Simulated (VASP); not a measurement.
Set up this calculation in VASP 6.6.1, as the native input.

- Task: relaxation of cell and atoms
- Functional: PBEsol
- Potentials or basis: VASP PAW PBE potentials, release 64 (Ni, Mo_sv, Pd, Ir, W_sv)
- Cutoff: 600 eV
- k mesh: 7 × 7 × 2
- Occupations: fermi-dirac, width 0.05 eV
- Spin: collinear spin, ferromagnetic start
- Starting moments: [1.0, 1.0, 0.0, 0.6, 0.0] μB
- Dipole correction: no
- Further INCAR settings: ALGO = Normal; EDIFF = 1e-07; IBRION = 2; EDIFFG = -0.02; NSW = 80; ISIF = 3

The structure of NiMoIrPdW lies in POSCAR:

```
NiMoIrPdW
1.0
    2.7607800000      0.0000000000      0.0000000000
   -1.3803900000      2.3909000000      0.0000000000
    0.0000000000      0.0000000000     11.3405100000
Ni Mo Pd Ir W
1 1 1 1 1
Direct
    0.0000000000      0.0000000000      0.7091700000
    0.6666700000      0.3333300000      0.2942500000
    0.6666700000      0.3333300000      0.8990100000
    0.0000000000      0.0000000000      0.1060400000
    0.6666700000      0.3333300000      0.5292100000
```

These files were run (other wordings do the same):

INCAR

```
SYSTEM = NiMoIrPdW
PREC     = Accurate       ! precision mode
ENCUT    = 600            ! plane-wave cutoff, eV
EDIFF    = 1E-7           ! SCF threshold, eV
ISMEAR   = -1             ! smearing method
SIGMA    = 0.05           ! smearing width, eV
LREAL    = .False.        ! projectors in reciprocal space
LASPH    = .True.         ! aspherical terms in the spheres
NELM     = 150            ! most SCF steps
ALGO     = Normal         ! electronic algorithm
ISIF     = 3              ! what is computed and relaxed
LWAVE    = .False.        ! write WAVECAR
LCHARG   = .False.        ! write CHGCAR
ISPIN    = 2              ! spin polarisation
MAGMOM   = 1 1 0 0.6 0    ! initial moments
LORBIT   = 11             ! projections on sites
LMAXMIX  = 4              ! l up to which the mixer works
GGA      = PS             ! functional
IBRION   = 2              ! ionic algorithm
NSW      = 80             ! ionic steps
EDIFFG   = -0.02          ! ionic threshold
```

KPOINTS

```
Automatic mesh
0
Gamma
  7 7 2
  0 0 0
```

Potentials or basis: VASP PAW PBE potentials, release 64 (Ni, Mo_sv, Pd, Ir, W_sv).

Run with:

```sh
$ cat potpaw_PBE.64/Ni/POTCAR potpaw_PBE.64/Mo_sv/POTCAR potpaw_PBE.64/Pd/POTCAR potpaw_PBE.64/Ir/POTCAR potpaw_PBE.64/W_sv/POTCAR > POTCAR
$ mpirun -np 1 vasp_std > vasp.out
```

Results of the run:

The relaxed volume is 14.42 Å³/atom. The relaxed cell is a = 2.732 Å, b = 2.732 Å, c = 11.151 Å, α = 90.00°, β = 90.00°, γ = 120.00°, the space group after relaxing (to 0.1 Å) is P3m1 (No. 156) and the energy gained by relaxing is 15.8 meV/atom. The ionic steps are 12. The pressure after relaxing is 0.0 GPa, the largest force after relaxing is 0.009 eV/Å and the net moment is 0.00 μB per cell. The valence electrons inside the program's atomic spheres are Ni 9.28; Mo 12.64; Pd 9.53; Ir 8.38; W 12.18.

Caveat: the k points lie up to 0.38 Å⁻¹ apart in the final cell; the moments typed at the start vanished in this run; the PAW data sets were made with another functional, which shifts forces and pressure a little.

Run time: 49 min on 1 thread of Oxide Virtual Turin-like Processor, with other jobs on the host, peak memory 0.38 GiB.
